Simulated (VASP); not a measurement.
# V (Im-3m) in VASP: notebook

The runs below take V through relaxation of cell and atoms, single point, with PBE.

Program: VASP 6.6.1. These are calculated values, not measurements. Logs are shortened: lines on timing, memory, paths and dates and some standing lists are left out, and cuts for length are marked.

## (1) The cell of the first run

The structure is cubic, space group Im-3m (No. 229). The conventional cell has a = 3.007 Å, b = 3.007 Å, c = 3.007 Å, α = 90.00°, β = 90.00°, γ = 90.00°. V (site symmetry m-3m) has 14 V at 2.60 to 3.01 Å within 3.4 Å.

## (2) Relaxation of cell and atoms, PBE, target pressure -1 GPa, at which the enthalpy is minimised

The input, INCAR:

```
ALGO = Normal
EDIFF = 1E-7
EDIFFG = -0.008
ENCUT = 600
GGA = PE
IBRION = 2
ISIF = 3
ISMEAR = 0
LASPH = True
LCHARG = False
LREAL = False
LWAVE = False
NELM = 80
NSW = 70
PREC = Accurate
PSTRESS = -10.0
SIGMA = 0.1
```

The input, KPOINTS:

```
k-points
0
Gamma
  20 20 20
```

The input, POSCAR:

```
V
1.0
   -1.5033518384      1.5033518384      1.5033518384
    1.5033518384     -1.5033518384      1.5033518384
    1.5033518384      1.5033518384     -1.5033518384
V
1
Direct
    0.0000000000      0.0000000000      0.0000000000
```

Potentials or basis: VASP PAW PBE potentials, release 64 (V_sv).

The run is started by

```bash
$ cat potpaw_PBE.64/V_sv/POTCAR > POTCAR
$ mpirun -np 1 vasp_std > vasp.out
```

OUTCAR:

```text
EDIFF = 1E-7
   EDIFFG = -0.008
   ENCUT = 600
   GGA = PE
   IBRION = 2
   ISIF = 3
   ISMEAR = 0
   LASPH = True
   LREAL = False
   NELM = 80
   NSW = 70
   PREC = Accurate
   PSTRESS = -10.0

 ion  position               nearest neighbor table
   1  0.000  0.000  0.000-

  LATTYP: Found a body centered cubic cell.
 ALAT       =     3.0067036768

  Lattice vectors:

 A1 = (  -1.5033518384,   1.5033518384,   1.5033518384)
 A2 = (   1.5033518384,  -1.5033518384,   1.5033518384)
 A3 = (   1.5033518384,   1.5033518384,  -1.5033518384)

Analysis of symmetry for initial positions (statically):
=====================================================================
 Subroutine PRICEL returns:
 Original cell was already a primitive cell.

 Routine SETGRP: Setting up the symmetry group for a
 body centered cubic supercell.

 Subroutine GETGRP returns: Found 48 space group operations
 (whereof 48 operations were pure point group operations)
 out of a pool of 48 trial point group operations.

The static configuration has the point symmetry O_h .

Analysis of symmetry for dynamics (positions and initial velocities):
=====================================================================
 Subroutine PRICEL returns:
 Original cell was already a primitive cell.

 Routine SETGRP: Setting up the symmetry group for a
 body centered cubic supercell.

 Subroutine GETGRP returns: Found 48 space group operations
 (whereof 48 operations were pure point group operations)
 out of a pool of 48 trial point group operations.

The dynamic configuration has the point symmetry O_h .

 Subroutine INISYM returns: Found 48 space group operations
 (whereof 48 operations are pure point group operations),
 and found     1 'primitive' translations

----------------------------------------------------------------------------------------

                                     Primitive cell

  volume of cell :      13.5907

  direct lattice vectors                    reciprocal lattice vectors
    -1.503351838  1.503351838  1.503351838     0.000000000  0.332590141  0.332590141
     1.503351838 -1.503351838  1.503351838     0.332590141  0.000000000  0.332590141
     1.503351838  1.503351838 -1.503351838     0.332590141  0.332590141  0.000000000

  length of vectors
     2.603881766  2.603881766  2.603881766     0.470353488  0.470353488  0.470353488

[... 86 lines left out ...]
   POTIM  = 0.5000    time-step for ionic-motion
   TEBEG  =    0.0;   TEEND  =   0.0 temperature during run
   PSTRESS=  -10.0 pullay stress
   NELECT =      13.0000    total number of electrons
   NUPDOWN=      -1.0000    fix difference up-down
   EMIN   =  10.00;   EMAX   =-10.00  energy-range for DOS
   EFERMI =   0.00;   METHOD = LEGACY
   ISMEAR =     0;   SIGMA  =   0.10  broadening in eV -4-tet -1-fermi 0-gaus
   EFERMI_NEDOS =   21; number of points for ismear=-14 and -15
   IALGO  =     38    algorithm
   IMIX   =      4    mixing-type and parameters
     AMIX     =   0.40;   BMIX     =  1.00
     AMIX_MAG =   1.60;   BMIX_MAG =  1.00
  volume/ion in A,a.u.               =      13.59        91.71
  Fermi-wavevector in a.u.,A,eV,Ry     =   1.613028  3.048181 35.400458  2.601860
  Thomas-Fermi vector in A             =   2.708164
   LORBIT       =      0    0 simple, 1 ext, 2 COOP (PROOUT), +10 PAW based schemes
   GGA     = PE    functional components
   LHFCALC =     F    Hartree Fock is set to
   AEXX    =    0.0000 exact exchange contribution
   IVDW    =     0    specifies the selected vdW correction
   LEPSILON=     F    determine dielectric tensor
   LRPA    =     F    only Hartree local field effects (RPA)
 conjugate gradient relaxation of ions
 non-spin polarized calculation
 Gauss-broadening in eV      SIGMA  =   0.10
  energy-cutoff  :      600.00
  volume of cell :       13.59
 maximum number of plane-waves:       470
 NGX is ok and might be reduce to    24
   NGX = 11   NGY = 11   NGZ = 11

--------------------------------------- Ionic step        1  -------------------------------------------

 number of electron      13.0000000 magnetization

 Free energy of the ion-electron system (eV)
  ---------------------------------------------------
  ext. energy  EPLUGINS =         0.00000000
  ---------------------------------------------------
  free energy    TOTEN  =        -8.99623086 eV

  energy without entropy =       -8.98737489  energy(sigma->0) =       -8.99180287

------------------------ aborting loop because EDIFF is reached ----------------------------------------

  FORCE on cell =-STRESS in cart. coord.  units (eV):
  Direction    XX          YY          ZZ          XY          YZ          ZX
  --------------------------------------------------------------------------------------
  -------------------------------------------------------------------------------------
  Total       -0.1334454     -0.1334454     -0.1334454     -0.0000000      0.0000000      0.0000000
  in kB      -15.7315830    -15.7315830    -15.7315830     -0.0000000      0.0000000      0.0000000
  external PRESSURE =      -5.7315830 kB  Pullay stress =     -10.0000000 kB
[... 61 lines left out ...]
--------------------------------------- Ionic step        3  -------------------------------------------

 number of electron      13.0000000 magnetization

 Free energy of the ion-electron system (eV)
  ---------------------------------------------------
  ext. energy  EPLUGINS =         0.00000000
  ---------------------------------------------------
  free energy    TOTEN  =        -8.99658706 eV

  energy without entropy =       -8.98775983  energy(sigma->0) =       -8.99217345

 E-fermi :   9.6326     XC(G=0): -12.8743

 val. band max:        9.6320121088   @ k =  -0.2000   0.2500   0.1000
 cond. band min:       9.6334658572   @ k =  -0.3000   0.3000   0.1500
 fundamental gap:      0.0014537484
 Fermi energy:         9.6325957471

 k-point     1 :       0.0000    0.0000    0.0000
  band No.  band energies     occupation
      1     -54.0939      2.00000
      2     -27.4037      2.00000
      3     -27.4037      2.00000
      4     -27.4037      2.00000
      5       3.0623      2.00000
      6      10.0444      0.00000
      7      10.0444      0.00000
      8      10.0444      0.00000
      9      12.0394      0.00000
     10      12.0394      0.00000
[... 287 lines left out ...]
 k-point    24 :       0.2500    0.1000    0.0000
  band No.  band energies     occupation
      1     -53.9603      2.00000
      2     -27.9988      2.00000
      3     -27.5951      2.00000
      4     -27.4375      2.00000
      5       6.0638      2.00000
      6       8.9910      2.00000
      7       9.3600      1.99988
      8      11.6663      0.00000
      9      12.3222      0.00000
     10      12.5799      0.00000

 [... further k-points ...]
[... 5 lines left out ...]
  --------------------------------------------------------------------------------------
  -------------------------------------------------------------------------------------
  Total       -0.0842573     -0.0842573     -0.0842573      0.0000000      0.0000000     -0.0000000
  in kB       -9.9653772     -9.9653772     -9.9653772      0.0000000      0.0000000     -0.0000000
  external PRESSURE =       0.0346228 kB  Pullay stress =     -10.0000000 kB
[... 20 lines left out ...]
  energy  without entropy=       -8.9877598320  energy(sigma->0) =       -8.99217345

  enthalpy is  TOTEN    =        -9.0811371033 eV   P V=       -0.0845500431

 reached required accuracy - stopping structural energy minimisation
```

OSZICAR:

```text
N       E                     dE             d eps       ncg     rms          rms(c)
DAV:   1     0.947456242314E+02    0.94746E+02   -0.79065E+03  5120   0.157E+03
DAV:   2    -0.878300230525E+01   -0.10353E+03   -0.10160E+03  5256   0.389E+02
DAV:   3    -0.103954816949E+02   -0.16125E+01   -0.15630E+01  5426   0.573E+01
[... 24 lines left out ...]
DAV:   3    -0.899660085378E+01    0.37066E-04   -0.64458E-05  5120   0.131E-01    0.682E-02
DAV:   4    -0.899658619842E+01    0.14655E-04   -0.33560E-05  5126   0.827E-02    0.480E-03
DAV:   5    -0.899658680805E+01   -0.60962E-06   -0.51197E-07  5116   0.104E-02    0.150E-03
DAV:   6    -0.899658710978E+01   -0.30174E-06   -0.65734E-08  2560   0.370E-03    0.117E-04
DAV:   7    -0.899658706027E+01    0.49513E-07   -0.26512E-09  2560   0.682E-04
   3 F= -.90811371E+01 E0= -.90767235E+01  d E =-.797936E-04
```

Wall time 51 s (1 thread of Intel Xeon Platinum 8259CL at 2.50GHz (Skylake/Cascade Lake), shared host); peak memory 0.18 GiB.

What came out:

| Quantity | Value |
| --- | --- |
| Free energy | -8.9966 eV |
| Relaxed volume | 13.55 Å³/atom |
| Relaxed cell | a = 2.601 Å, b = 2.601 Å, c = 2.601 Å, α = 109.47°, β = 109.47°, γ = 109.47° |
| Space group after relaxing (to 0.05 Å) | Im-3m (No. 229) |
| Energy change on relaxing (the enthalpy is what falls) | -0.4 meV/atom |
| Ionic steps | 3 |
| Pressure after relaxing | -1.0 GPa |

The path:
```
step  energy change (eV)  largest force (eV/Å)  pressure (GPa)  volume (Å³)
   1              0.0000                0.0000           -1.57        13.59
   2             -0.0006                0.0000           -0.31        13.50
   3             -0.0004                0.0000           -1.00        13.55
```

Final structure:
```
CELL_PARAMETERS angstrom
-1.50172 1.50172 1.50172
1.50172 -1.50172 1.50172
1.50172 1.50172 -1.50172
ATOMIC_POSITIONS crystal
V 0.00000 0.00000 0.00000
```

Levels at points of the mesh, in eV from the Fermi level:
| k point | band 5 | band 6 | band 7 | band 8 | band 9 | band 10 |
| --- | --- | --- | --- | --- | --- | --- |
| (0.00, 0.00, 0.00) | -6.57 | 0.41 | 0.41 | 0.41 | 2.41 | 2.41 |
| (0.50, 0.00, 0.00) | -3.15 | -1.12 | 1.62 | 2.41 | 2.76 | 4.08 |
| (0.50, 0.50, 0.50) | -2.96 | -2.96 | 3.69 | 3.69 | 3.69 | 10.15 |

Caveat: the cell is relaxed towards a set pressure, so the enthalpy falls and the energy may rise.

[end of part 1 of 2]
